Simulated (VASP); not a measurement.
# BaS (Pm-3m) in VASP: a series of runs

BaS is run at these levels: PBE; tasks: single point.

Everything below comes from runs of VASP 6.6.1. Logs are shortened: lines on timing, memory, paths and dates and some standing lists are left out, and cuts for length are marked.

## Step 1: The cell of the first run

The structure is cubic, space group Pm-3m (No. 221). The conventional cell has a = 3.763 Å, b = 3.763 Å, c = 3.763 Å, α = 90.00°, β = 90.00°, γ = 90.00°. Ba (site symmetry m-3m) has 8 S at 3.26 Å and 6 Ba at 3.76 Å within 4.3 Å. S (site symmetry m-3m) has 8 Ba at 3.26 Å and 6 S at 3.76 Å within 4.3 Å.

## Step 2: Single point, PBE (volume changed by -6%)

The input, INCAR:

```
SYSTEM = BaS
ALGO     = Normal         ! electronic algorithm
EDIFF    = 1E-7           ! SCF threshold, eV
ENCUT    = 520            ! plane-wave cutoff, eV
GGA      = PE             ! functional
ISIF     = 2              ! what is computed and relaxed
ISMEAR   = 0              ! smearing method
LASPH    = .True.         ! aspherical terms in the spheres
LCHARG   = .False.        ! write CHGCAR
LREAL    = .False.        ! projectors in reciprocal space
LWAVE    = .False.        ! write WAVECAR
NBANDS   = 15             ! bands
NELM     = 60             ! most SCF steps
PREC     = Accurate       ! precision mode
SIGMA    = 0.01           ! smearing width, eV
```

The input, KPOINTS:

```
k-points
0
Gamma
  6 6 6
  0 0 0
```

The input, POSCAR:

```
BaS
1.0
    3.7629848025      0.0000000000      0.0000000000
    0.0000000000      3.7629848025      0.0000000000
    0.0000000000      0.0000000000      3.7629848025
Ba S
1 1
Direct
    0.0000000000      0.0000000000      0.0000000000
    0.5000000000      0.5000000000      0.5000000000
```

Potentials or basis: VASP PAW PBE potentials, release 64 (Ba_sv, S).

The run is started by

```
cat potpaw_PBE.64/Ba_sv/POTCAR potpaw_PBE.64/S/POTCAR > POTCAR
mpirun -np 1 vasp_std > vasp.out
```

OUTCAR:

```text
SYSTEM = BaS
   EDIFF = 1E-7
   ENCUT = 520
   GGA = PE
   ISIF = 2
   ISMEAR = 0
   LASPH = .True.
   LREAL = .False.
   NELM = 60
   PREC = Accurate

 ion  position               nearest neighbor table
   1  0.000  0.000  0.000-   2 3.26   2 3.26   2 3.26   2 3.26   2 3.26   2 3.26   2 3.26   2 3.26

   2  0.500  0.500  0.500-   1 3.26   1 3.26   1 3.26   1 3.26   1 3.26   1 3.26   1 3.26   1 3.26

  LATTYP: Found a simple cubic cell.
 ALAT       =     3.7629848025

  Lattice vectors:

 A1 = (   3.7629848025,   0.0000000000,   0.0000000000)
 A2 = (   0.0000000000,   3.7629848025,   0.0000000000)
 A3 = (   0.0000000000,   0.0000000000,   3.7629848025)

Analysis of symmetry for initial positions (statically):
=====================================================================
 Subroutine PRICEL returns:
 Original cell was already a primitive cell.

 Routine SETGRP: Setting up the symmetry group for a
 simple cubic supercell.

 Subroutine GETGRP returns: Found 48 space group operations
 (whereof 48 operations were pure point group operations)
 out of a pool of 48 trial point group operations.

The static configuration has the point symmetry O_h .

Analysis of symmetry for dynamics (positions and initial velocities):
=====================================================================
 Subroutine PRICEL returns:
 Original cell was already a primitive cell.

 Routine SETGRP: Setting up the symmetry group for a
 simple cubic supercell.

 Subroutine GETGRP returns: Found 48 space group operations
 (whereof 48 operations were pure point group operations)
 out of a pool of 48 trial point group operations.

The dynamic configuration has the point symmetry O_h .

 Subroutine INISYM returns: Found 48 space group operations
 (whereof 48 operations are pure point group operations),
 and found     1 'primitive' translations

----------------------------------------------------------------------------------------

                                     Primitive cell

  volume of cell :      53.2841

  direct lattice vectors                    reciprocal lattice vectors
     3.762984803  0.000000000  0.000000000     0.265746489  0.000000000  0.000000000
     0.000000000  3.762984803  0.000000000     0.000000000  0.265746489  0.000000000
     0.000000000  0.000000000  3.762984803     0.000000000  0.000000000  0.265746489

  length of vectors
[... 85 lines left out ...]
   POTIM  = 0.5000    time-step for ionic-motion
   TEBEG  =    0.0;   TEEND  =   0.0 temperature during run
   PSTRESS=    0.0 pullay stress
   NELECT =      16.0000    total number of electrons
   NUPDOWN=      -1.0000    fix difference up-down
   EMIN   =  10.00;   EMAX   =-10.00  energy-range for DOS
   EFERMI =   0.00;   METHOD = LEGACY
   ISMEAR =     0;   SIGMA  =   0.01  broadening in eV -4-tet -1-fermi 0-gaus
   EFERMI_NEDOS =   21; number of points for ismear=-14 and -15
   IALGO  =     38    algorithm
   IMIX   =      4    mixing-type and parameters
     AMIX     =   0.40;   BMIX     =  1.00
     AMIX_MAG =   1.60;   BMIX_MAG =  1.00
  volume/ion in A,a.u.               =      26.64       179.79
  Fermi-wavevector in a.u.,A,eV,Ry     =   1.096265  2.071641 16.351451  1.201798
  Thomas-Fermi vector in A             =   2.232604
   LORBIT       =      0    0 simple, 1 ext, 2 COOP (PROOUT), +10 PAW based schemes
   GGA     = PE    functional components
   LHFCALC =     F    Hartree Fock is set to
   AEXX    =    0.0000 exact exchange contribution
   IVDW    =     0    specifies the selected vdW correction
   LEPSILON=     F    determine dielectric tensor
   LRPA    =     F    only Hartree local field effects (RPA)
 non-spin polarized calculation
 Gauss-broadening in eV      SIGMA  =   0.01
  energy-cutoff  :      520.00
  volume of cell :       53.28
 maximum number of plane-waves:      1472
 NGX is ok and might be reduce to    28
   NGX = 13   NGY = 13   NGZ = 13

 number of electron      15.9999997 magnetization

 Free energy of the ion-electron system (eV)
  ---------------------------------------------------
  ext. energy  EPLUGINS =         0.00000000
  ---------------------------------------------------
  free energy    TOTEN  =        -9.69472829 eV

  energy without entropy =       -9.69472829  energy(sigma->0) =       -9.69472829

 E-fermi :   3.5303     XC(G=0):  -9.6556

 val. band max:        3.3977790661   @ k =   0.5000   0.5000   0.0000
 cond. band min:       4.7356726827   @ k =   0.0000   0.0000   0.0000
 fundamental gap:      1.3378936166
 Fermi energy:         3.5303174368

 k-point     1 :       0.0000    0.0000    0.0000
  band No.  band energies     occupation
      1     -23.6427      2.00000
      2      -8.3911      2.00000
      3      -8.3911      2.00000
      4      -8.3911      2.00000
      5      -7.8026      2.00000
      6       3.3235      2.00000
      7       3.3235      2.00000
      8       3.3235      2.00000
      9       4.7357      0.00000
     10       4.7357      0.00000
     11       7.7086      0.00000
     12      10.1729      0.00000
     13      10.1729      0.00000
     14      10.1729      0.00000
[... 329 lines left out ...]
      2      -9.1140      2.00000
      3      -9.1140      2.00000
      4      -9.1140      2.00000
      5      -6.9194      2.00000
      6       0.3963      2.00000
      7       0.3963      2.00000
      8       0.3963      2.00000
      9      11.1478      0.00000
     10      11.1478      0.00000
     11      11.1478      0.00000
     12      11.5579      0.00000
     13      11.5579      0.00000
     14      11.5579      0.00000
     15      12.9515      0.00000

------------------------ aborting loop because EDIFF is reached ----------------------------------------

  FORCE on cell =-STRESS in cart. coord.  units (eV):
  Direction    XX          YY          ZZ          XY          YZ          ZX
  --------------------------------------------------------------------------------------
  -------------------------------------------------------------------------------------
  Total        1.4612507      1.4612507      1.4612507     -0.0000000      0.0000000     -0.0000000
  in kB       43.9377620     43.9377620     43.9377620     -0.0000000      0.0000000     -0.0000000
  external PRESSURE =      43.9377620 kB  Pullay stress =       0.0000000 kB

 VOLUME and BASIS-vectors are now :
 -----------------------------------------------------------------------------
  energy-cutoff  :      520.00
  volume of cell :       53.28
      direct lattice vectors                 reciprocal lattice vectors
     3.762984803  0.000000000  0.000000000     0.265746489  0.000000000  0.000000000
     0.000000000  3.762984803  0.000000000     0.000000000  0.265746489  0.000000000
     0.000000000  0.000000000  3.762984803     0.000000000  0.000000000  0.265746489

 POSITION                                       TOTAL-FORCE (eV/Angst)
 -----------------------------------------------------------------------------------
      0.00000      0.00000      0.00000         0.000000      0.000000      0.000000
      1.88149      1.88149      1.88149         0.000000      0.000000      0.000000
 -----------------------------------------------------------------------------------
    total drift:                               -0.000000      0.000000      0.000000

  FREE ENERGIE OF THE ION-ELECTRON SYSTEM (eV)
  ---------------------------------------------------
  free  energy   TOTEN  =        -9.6947282930 eV

  energy  without entropy=       -9.6947282930  energy(sigma->0) =       -9.69472829
```

stdout:

```text
POSCAR found type information on POSCAR BaS
 POSCAR found :  2 types and       2 ions
 scaLAPACK will be used
 LDA part: xc-table for (Slater+PW92), standard interpolation
 POSCAR, INCAR and KPOINTS ok, starting setup
 FFT: planning ... GRIDC
 FFT: planning ... GRID_SOFT
 FFT: planning ... GRID
 WAVECAR not read
 entering main loop
```

It took 19 s on 1 thread of Intel Xeon 8259CL, shared host; peak memory 0.16 GiB.

Results:

```yaml
Free_energy: -9.6947 eV
Pressure: 4.4 GPa
Band_gap_on_the_k_mesh: 1.34 eV, indirect (least direct gap 1.41 eV)
```

Caveat: the cell differs from its parent crystal (volume changed by -6%); spin-orbit coupling is left out, which moves the levels of the heavy elements.

## Step 3: Single point, PBE

This run uses another cell than the first one, of 28.17 Å³/atom, 1.057 times its volume.

The input, INCAR:

```
SYSTEM = BaS
ALGO = Normal ; EDIFF = 1E-6
ENCUT = 520 ; GGA = PE
ISIF = 2 ; ISMEAR = 0
LASPH = .True. ; LCHARG = .False.
LREAL = .False. ; LWAVE = .False.
NBANDS = 15 ; NELM = 60
PREC = Accurate ; SIGMA = 0.01
```

KPOINTS is that of step 2.

The input, POSCAR:

```
BaS
1.0
    3.8337582601      0.0000000000      0.0000000000
    0.0000000000      3.8337582601      0.0000000000
    0.0000000000      0.0000000000      3.8337582601
Ba S
1 1
Direct
    0.0000000000      0.0000000000      0.0000000000
    0.5000000000      0.5000000000      0.5000000000
```

Potentials or basis: VASP PAW PBE potentials, release 64 (Ba_sv, S).

The run is started by

```
cat potpaw_PBE.64/Ba_sv/POTCAR potpaw_PBE.64/S/POTCAR > POTCAR
mpirun -np 1 vasp_std > vasp.out
```

Run time: 19 s. Hardware: 1 thread of Intel Xeon 8259CL, shared host; peak memory 0.17 GiB.

The run converged. Its results:

| Quantity | Value |
| --- | --- |
| Free energy | -9.7473 eV |
| Pressure | 1.2 GPa |
| Band gap on the k mesh | 1.43 eV, indirect (least direct gap 1.54 eV) |

Levels at points of the mesh, in eV from the valence-band top:
```
           k point  band 6  band 7  band 8  band 9  band 10  band 11
(0.00, 0.00, 0.00)   -0.11   -0.11   -0.11    1.43     1.43     3.85
(0.50, 0.00, 0.00)   -2.91   -0.73   -0.73    2.46     6.08     6.50
(0.50, 0.50, 0.00)   -1.37   -1.37    0.00    2.20     3.34     4.33
(0.50, 0.50, 0.50)   -2.78   -2.78   -2.78    7.33     7.33     7.33
```

Caveat: spin-orbit coupling is left out, which moves the levels of the heavy elements. A k mesh can miss the band edges.

## Step 4: Single point, PBE (volume changed by -3%)

The input, INCAR:

```
SYSTEM = BaS
PREC     = Accurate       ! precision mode
ENCUT    = 520            ! plane-wave cutoff, eV
EDIFF    = 1E-7           ! SCF threshold, eV
ISMEAR   = 0              ! smearing method
SIGMA    = 0.01           ! smearing width, eV
LREAL    = .False.        ! projectors in reciprocal space
LASPH    = .True.         ! aspherical terms in the spheres
NELM     = 60             ! most SCF steps
ALGO     = Normal         ! electronic algorithm
ISIF     = 2              ! what is computed and relaxed
LWAVE    = .False.        ! write WAVECAR
LCHARG   = .False.        ! write CHGCAR
GGA      = PE             ! functional
NBANDS   = 15             ! bands
```

The input, KPOINTS:

```
regular mesh
0
Gamma
  6 6 6
  0 0 0
```

The input, POSCAR:

```
BaS
1.0
    3.8025980799      0.0000000000      0.0000000000
    0.0000000000      3.8025980799      0.0000000000
    0.0000000000      0.0000000000      3.8025980799
Ba S
1 1
Direct
    0.0000000000      0.0000000000      0.0000000000
    0.5000000000      0.5000000000      0.5000000000
```

The run is started by

```
cat potpaw_PBE.64/Ba_sv/POTCAR potpaw_PBE.64/S/POTCAR > POTCAR
mpirun -np 1 vasp_std > vasp.out
```

It took 17 s on 1 thread of Intel Xeon 8259CL, shared host; peak memory 0.16 GiB.

The run converged. Its results:

```yaml
Free_energy: -9.7314 eV
Pressure: 2.5 GPa
Band_gap_on_the_k_mesh: 1.40 eV, indirect (least direct gap 1.49 eV)
```

Levels at points of the mesh, in eV from the valence-band top:
```csv
k point,band 5,band 6,band 7,band 8,band 9,band 10,band 11,band 12
"(0.00, 0.00, 0.00)",-11.13,-0.10,-0.10,-0.10,1.40,1.40,4.05,6.65
"(0.50, 0.00, 0.00)",-9.80,-2.98,-0.76,-0.76,2.46,6.22,6.48,7.17
"(0.50, 0.50, 0.00)",-10.70,-1.37,-1.37,0.00,2.22,3.39,4.36,4.36
"(0.50, 0.50, 0.50)",-10.29,-2.88,-2.88,-2.88,7.51,7.51,7.51,7.95
```

Caveat: the cell differs from its parent crystal (volume changed by -3%); spin-orbit coupling is left out, which moves the levels of the heavy elements. A k mesh can miss the band edges.

(Part 1 of 2 ends here.)
